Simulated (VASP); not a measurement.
# SiO2 (P4_2/mnm) in VASP: further runs, part 2 of 2

VASP 6.6.1.

### Step 4. Single point, PBE (strain +0.040 along x and y, +0.000 along z)

File INCAR:

```
SYSTEM = SiO2
ALGO = Normal
EDIFF = 1E-6
ENCUT = 520
GGA = PE
ISIF = 2
ISMEAR = 0
LASPH = .TRUE.
LCHARG = .FALSE.
LREAL = .FALSE.
LWAVE = .FALSE.
NBANDS = 25
NELM = 100
PREC = Accurate
SIGMA = 0.05
```

File KPOINTS:

```
k-points
0
G
  6 6 8
  0 0 0
```

File POSCAR:

```
SiO2
1.0
    4.4055611957      0.0000000000      0.0000000000
    0.0000000000      4.4055611957      0.0000000000
    0.0000000000      0.0000000000      2.6904781063
Si O
2 4
Direct
    0.5000000000      0.5000000000      0.5000000000
    0.0000000000      0.0000000000      0.0000000000
    0.6930152167      0.6930152167      0.0000000000
    0.1930152167      0.8069847833      0.5000000000
    0.3069847833      0.3069847833      0.0000000000
    0.8069847833      0.1930152167      0.5000000000
```

Potentials or basis: VASP PAW PBE potentials, release 64 (Si, O).

Command:

```bash
$ cat potpaw_PBE.64/Si/POTCAR potpaw_PBE.64/O/POTCAR > POTCAR
$ mpirun -np 1 vasp_std > vasp.out
```

OUTCAR:

```text
SYSTEM = SiO2
   EDIFF = 1E-6
   ENCUT = 520
   GGA = PE
   ISIF = 2
   ISMEAR = 0
   LASPH = .TRUE.
   LREAL = .FALSE.
   NELM = 100
   PREC = Accurate

 ion  position               nearest neighbor table
   1  0.500  0.500  0.500-   3 1.80   5 1.80   3 1.80   5 1.80   4 1.91   6 1.91
   2  0.000  0.000  0.000-   4 1.80   6 1.80   4 1.80   6 1.80   5 1.91   3 1.91
   3  0.693  0.693  0.000-   1 1.80   1 1.80   2 1.91
   4  0.193  0.807  0.500-   2 1.80   2 1.80   1 1.91
   5  0.307  0.307  0.000-   1 1.80   1 1.80   2 1.91
[... 883 lines left out ...]
  -------------------------------------------------------------------------------------
  Total       -6.9524474     -6.9524474     -3.5121442     -0.0000000      0.0000000      0.0000000
  in kB     -213.3125243   -213.3125243   -107.7583637     -0.0000000      0.0000000      0.0000000
  external PRESSURE =    -178.1278041 kB  Pullay stress =       0.0000000 kB

 VOLUME and BASIS-vectors are now :
 -----------------------------------------------------------------------------
  energy-cutoff  :      520.00
  volume of cell :       52.22
      direct lattice vectors                 reciprocal lattice vectors
     4.405561196  0.000000000  0.000000000     0.226985838  0.000000000  0.000000000
     0.000000000  4.405561196  0.000000000     0.000000000  0.226985838  0.000000000
     0.000000000  0.000000000  2.690478106     0.000000000  0.000000000  0.371681151

 POSITION                                       TOTAL-FORCE (eV/Angst)
 -----------------------------------------------------------------------------------
      2.20278      2.20278      1.34524        -0.000000      0.000000      0.000000
      0.00000      0.00000      0.00000        -0.000000      0.000000      0.000000
      3.05312      3.05312      0.00000        -0.606417     -0.606417      0.000000
      0.85034      3.55522      1.34524        -0.606417      0.606417      0.000000
      1.35244      1.35244      0.00000         0.606417      0.606417      0.000000
      3.55522      0.85034      1.34524         0.606417     -0.606417      0.000000
 -----------------------------------------------------------------------------------
    total drift:                                0.000000     -0.000000      0.000000

  FREE ENERGIE OF THE ION-ELECTRON SYSTEM (eV)
  ---------------------------------------------------
  free  energy   TOTEN  =       -46.0420410922 eV

  energy  without entropy=      -46.0420410922  energy(sigma->0) =      -46.04204109
```

OSZICAR:

```text
N       E                     dE             d eps       ncg     rms          rms(c)
DAV:   1     0.136717471518E+03    0.13672E+03   -0.17368E+04  2524   0.122E+03
DAV:   2    -0.428915334631E+02   -0.17961E+03   -0.17135E+03  3150   0.273E+02
DAV:   3    -0.504438525012E+02   -0.75523E+01   -0.75141E+01  3329   0.536E+01
DAV:   4    -0.504978433100E+02   -0.53991E-01   -0.53975E-01  2891   0.525E+00
DAV:   5    -0.504983258324E+02   -0.48252E-03   -0.48241E-03  3328   0.470E-01    0.158E+01
DAV:   6    -0.459738580647E+02    0.45245E+01   -0.13145E+01  3164   0.241E+01    0.698E+00
DAV:   7    -0.460271769046E+02   -0.53319E-01   -0.72096E-01  3090   0.474E+00    0.276E+00
DAV:   8    -0.460357235636E+02   -0.85467E-02   -0.29686E-02  3248   0.145E+00    0.106E+00
DAV:   9    -0.460418426941E+02   -0.61191E-02   -0.10475E-02  3187   0.846E-01    0.256E-01
DAV:  10    -0.460420819765E+02   -0.23928E-03   -0.91125E-04  3136   0.205E-01    0.585E-02
DAV:  11    -0.460420393765E+02    0.42600E-04   -0.15082E-04  3255   0.875E-02    0.131E-02
DAV:  12    -0.460420409091E+02   -0.15326E-05   -0.87702E-06  3120   0.199E-02    0.410E-03
DAV:  13    -0.460420410922E+02   -0.18314E-06   -0.73814E-07  2351   0.619E-03
   1 F= -.46042041E+02 E0= -.46042041E+02  d E =-.217583E-16
```

stdout:

```text
POSCAR found type information on POSCAR SiO
 POSCAR found :  2 types and       6 ions
 scaLAPACK will be used
 LDA part: xc-table for (Slater+PW92), standard interpolation
 POSCAR, INCAR and KPOINTS ok, starting setup
 FFT: planning ... GRIDC
 FFT: planning ... GRID_SOFT
 FFT: planning ... GRID
 WAVECAR not read
 entering main loop
```

Wall time 26 s (1 thread of Intel Xeon 6975P-C (Granite Rapids), shared host); peak memory 0.18 GiB.

Results:

* Free energy: -46.0420 eV
* Pressure: -17.8 GPa
* Largest force: 0.858 eV/Å
* Band gap on the k mesh: 3.87 eV, direct

Forces in eV/Å, atoms in the order of the input:
```
Si   0.000  0.000  0.000
Si   0.000  0.000  0.000
O   -0.606 -0.606  0.000
O   -0.606  0.606  0.000
O    0.606  0.606  0.000
O    0.606 -0.606  0.000
```

Stress tensor (GPa, compression positive):
```
-21.33   0.00   0.00
  0.00 -21.33   0.00
  0.00   0.00 -10.78
```

Levels at points of the mesh, in eV from the valence-band top:
```csv
k point,band 13,band 14,band 15,band 16,band 17,band 18,band 19,band 20
"(0.00, 0.00, 0.00)",-2.23,-0.83,-0.83,0.00,3.87,6.84,8.10,8.10
"(0.50, 0.00, 0.00)",-2.28,-2.28,-1.00,-1.00,6.46,6.46,8.85,8.85
"(0.50, 0.50, 0.00)",-2.28,-2.28,-2.02,-2.02,6.38,6.38,9.50,9.50
"(0.00, 0.00, 0.50)",-2.41,-2.41,-2.29,-2.29,7.55,7.55,10.98,10.98
"(0.50, 0.00, 0.50)",-2.07,-2.07,-1.47,-1.47,7.48,7.48,8.32,8.32
"(0.50, 0.50, 0.50)",-1.64,-1.64,-1.30,-1.30,5.82,5.82,9.91,9.91
```

Caveat: the cell differs from its parent crystal (strain +0.040 along x and y, +0.000 along z).

### Step 5. Single point, PBE (strain +0.080 along x and y, -0.040 along z)

INCAR is that of step 4.

KPOINTS is that of step 4.

Edit POSCAR of step 4 so:

```diff
@@ -2,5 +2,5 @@
 1.0
-    4.4055611957      0.0000000000      0.0000000000
-    0.0000000000      4.4055611957      0.0000000000
-    0.0000000000      0.0000000000      2.6904781063
+    4.5750058570      0.0000000000      0.0000000000
+    0.0000000000      4.5750058570      0.0000000000
+    0.0000000000      0.0000000000      2.5828589820
 Si O
```

Command:

```bash
$ cat potpaw_PBE.64/Si/POTCAR potpaw_PBE.64/O/POTCAR > POTCAR
$ mpirun -np 1 vasp_std > vasp.out
```

Wall time 25 s (1 thread of Intel Xeon 6975P-C (Granite Rapids), shared host); peak memory 0.19 GiB.

Results (log left out):

* Free energy: -45.3898 eV
* Pressure: -19.4 GPa
* Largest force: 1.919 eV/Å
* Band gap on the k mesh: 3.53 eV, direct

Forces in eV/Å, atoms in the order of the input:
```
Si   0.000  0.000  0.000
Si   0.000  0.000  0.000
O   -1.357 -1.357  0.000
O   -1.357  1.357  0.000
O    1.357  1.357  0.000
O    1.357 -1.357  0.000
```

Stress tensor (GPa, compression positive):
```
-32.83   0.00   0.00
  0.00 -32.83   0.00
  0.00   0.00   7.32
```

Levels at points of the mesh, in eV from the valence-band top:
```csv
k point,band 14,band 15,band 16,band 17,band 18,band 19
"(0.00, 0.00, 0.00)",-0.85,-0.85,0.00,3.53,7.99,8.47
"(0.50, 0.00, 0.00)",-1.69,-1.03,-1.03,6.22,6.22,9.54
"(0.50, 0.50, 0.00)",-2.01,-1.98,-1.98,6.49,6.49,10.06
"(0.00, 0.00, 0.50)",-2.04,-1.95,-1.95,7.07,7.07,10.15
"(0.50, 0.00, 0.50)",-1.94,-1.26,-1.26,7.05,7.05,7.55
"(0.50, 0.50, 0.50)",-1.56,-1.11,-1.11,5.37,5.37,9.42
```

Caveat: the cell differs from its parent crystal (strain +0.080 along x and y, -0.040 along z); forces of over 1 eV/Å act on the atoms, so gaps and moduli don't describe the material at rest.

### Step 6. Summary

```tsv
cell	gap on the mesh (eV)	pressure (GPa)	largest force (eV/Å)
a = 4.575, b = 4.575, c = 2.475 Å, 6 atoms	4.13	-6.2	1.97
a = 4.236, b = 4.236, c = 2.906 Å, 6 atoms	3.43	-21.5	0.23
a = 4.406, b = 4.406, c = 2.690 Å, 6 atoms	3.87	-17.8	0.86
a = 4.575, b = 4.575, c = 2.583 Å, 6 atoms	3.53	-19.4	1.92
```

Alike in all rows: task single point; level PBE; potentials or basis VASP PAW PBE potentials, release 64 (Si, O); no spin polarisation; k mesh 6 × 6 × 8; cutoff (eV) 520; smearing gaussian 0.05 eV.

Caveats: forces of over 1 eV/Å act on the atoms, so gaps and moduli don't describe the material at rest (some runs).

Absolute energies hang on the potentials; compare differences alone.
